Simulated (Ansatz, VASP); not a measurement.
ZnC2: VASP beside Ansatz

```
CELL_PARAMETERS angstrom
2.49226 0.00000 0.00000
-1.24613 2.15836 0.00000
0.00000 0.00000 7.85801
ATOMIC_POSITIONS crystal
Zn 0.00000 0.00000 0.00000
C 0.33333 0.66667 0.50000
C 0.66667 0.33333 0.50000
```

Alike in both runs: task relaxation of cell and atoms; functional PBE; k mesh 24 × 24 × 6; occupations gaussian, width 0.1 eV; no spin polarisation.

|  | VASP | Ansatz |
| --- | --- | --- |
| version | VASP 6.6.1 | Ansatz 0.2.0 |
| potentials or method | VASP PAW PBE potentials, release 64 (Zn, C), cutoff 600 eV | scalar-relativistic, plane waves, PAW |
| valence electrons in the cell | 20 | 20 |

```csv
,VASP,Ansatz,Ansatz less VASP
"gap on the k mesh at the Fermi level, each at its own relaxed structure (eV)",none,none,-
relaxed volume (Å³/atom),15.77,16.17,+0.398
relaxed length of the cell vector where the two differ most in proportion (Å),8.856,9.087,+0.2312
```

A gap of «none» marks a metal or a gap that the smearing closes.
